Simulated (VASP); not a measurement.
In3Se, 4 atoms in the cell. It takes space group Pm-3m (No. 221, cubic). The conventional cell has a = 4.804 Å, b = 4.804 Å, c = 4.804 Å, α = 90.00°, β = 90.00°, γ = 90.00°. Within 4.5 Å of In (site symmetry 4/mmm) lie 8 In at 3.40 Å and 4 Se at 3.40 Å. Se (site symmetry m-3m) has 12 In at 3.40 Å within 4.5 Å. 

| Property | Result |
| --- | --- |
| Program | VASP 6.6.1 |
| Task | relaxation of cell and atoms |
| Functional | PBE |
| Potentials or basis | VASP PAW PBE potentials, release 64 (In_d, Se) |
| Cutoff | 600 eV |
| k mesh | 10 × 10 × 10 |
| Occupations | gaussian, width 0.1 eV |
| Spin | no spin polarisation |
| Dipole correction | no |
| Further INCAR settings | ALGO = Normal; EDIFF = 1e-07; IBRION = 2; EDIFFG = -0.01; NSW = 80; ISIF = 3 |

Potentials or basis: VASP PAW PBE potentials, release 64 (In_d, Se).

Command:

```console
$ cat potpaw_PBE.64/In_d/POTCAR potpaw_PBE.64/Se/POTCAR > POTCAR
$ mpirun -np 1 vasp_std > vasp.out
```

Hardware: 1 thread of Intel(R) Xeon(R) 6975P-C (Granite Rapids) (shared host).

Problem. Estimate the wall time of this run.

Solution. Wall time 100 s on 1 thread of Intel(R) Xeon(R) 6975P-C (Granite Rapids) (shared host), peak memory 0.36 GiB. Counts: scf iterations 22, k points 56, ion steps 2.
